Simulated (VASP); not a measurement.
TlCl:

```
Tl Cl
1.0
     3.79363    0.00000    0.00000
     0.00000    3.79363    0.00000
     0.00000    0.00000    3.79363
Tl Cl
1 1
Direct
  0.00000 0.00000 0.00000
  0.50000 0.50000 0.50000
```

Base run:

| Item | Value |
| --- | --- |
| Program | VASP 6.6.1 |
| Functional | PBE |
| Potentials or basis | VASP PAW PBE potentials, release 64 (Tl_d, Cl) |
| Cutoff | 500 eV |
| k mesh | 4 × 4 × 4 |
| Occupations | gaussian, width 0.01 eV |
| Spin | no spin polarisation |

Its results: band gap on the k mesh 1.99 eV, direct; pressure 2.3 GPa.

**Question.** After a change of settings the same cell gave: band gap on the k mesh 1.90 eV, direct; pressure 5.7 GPa. Which change was it?
A. occupations from gaussian, width 0.01 eV to gaussian, width 0.2 eV
B. k mesh from 4 × 4 × 4 to 2 × 2 × 2
C. k mesh from 4 × 4 × 4 to 5 × 5 × 5

**Answer.** B.

Caveats: some runs use coarse meshes; spin-orbit coupling is left out, which moves the levels of the heavy elements.
